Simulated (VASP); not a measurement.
Here is a VASP 6.6.1 calculation.

The input INCAR:

```
PREC = Accurate ; ENCUT = 520
EDIFF = 1E-6 ; ISMEAR = 1
SIGMA = 0.1 ; LREAL = F
LASPH = T ; NELM = 60
ALGO = Normal ; ISIF = 2
LWAVE = F ; LCHARG = F
GGA = CA ; NBANDS = 18
```

File KPOINTS:

```
Automatic mesh
0
Gamma
  12 12 12
```

POSCAR

```
IrRu
1.0
    1.3716960995      0.7919493931      4.5031048473
   -1.3716960995      0.7919493931      4.5031048473
    0.0000000000     -1.5838977688      4.5031048473
Ru Ir
1 1
Direct
    0.5000000000      0.5000000000      0.5000000000
    0.0000000000      0.0000000000      0.0000000000
```

Potentials or basis: VASP PAW LDA potentials, release 64 (Ru_pv, Ir).

Command:

```console
$ cat potpaw_LDA.64/Ru_pv/POTCAR potpaw_LDA.64/Ir/POTCAR > POTCAR
$ mpirun -np 1 vasp_std > vasp.out
```

Q: Predict the pressure.

A: -25.5 GPa.

Q: What does it give for the band gap on the k mesh?

A: Zero (an odd number of electrons rules out a gap without spin polarisation).

Stress tensor (GPa, compression positive):
```
-24.94   0.00   0.00
  0.00 -24.94   0.00
  0.00   0.00 -26.65
```

Caveat: the cell stands under tension; spin-orbit coupling is left out, which moves the levels of the heavy elements.
